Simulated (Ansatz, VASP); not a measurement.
ZrB: VASP beside Ansatz

```
Zr B
1.0
     0.00000    2.32500    2.32500
     2.32500    0.00000    2.32500
     2.32500    2.32500    0.00000
Zr B
1 1
Direct
  0.00000 0.00000 0.00000
  0.50000 0.50000 0.50000
```

Alike in both runs: task relaxation of cell and atoms; functional PBE; dispersion D4; k mesh 10 × 10 × 10; occupations fermi-dirac, width 0.05 eV; no spin polarisation.

```csv
,VASP,Ansatz
version,VASP 6.6.1,Ansatz 0.2.0
potentials or method,"VASP PAW PBE potentials, release 64 (Zr_sv, B)",Ansatz PAW
plane-wave cutoff (eV),600,420
valence electrons in the cell,15,15
```

```csv
,VASP,Ansatz,Ansatz less VASP
"gap on the k mesh at the Fermi level, each at its own relaxed structure (eV)",none,none,-
relaxed volume (Å³/atom),14.45,14.44,-0.012
relaxed cell length with the largest relative difference (Å),3.445,3.444,-0.0009
```

A gap of «none» marks a metal or a gap that the smearing closes.

Noted on Ansatz's run: the plane-wave basis is chosen anew once the cell has moved, so the energies of steps on either side of that aren't comparable.
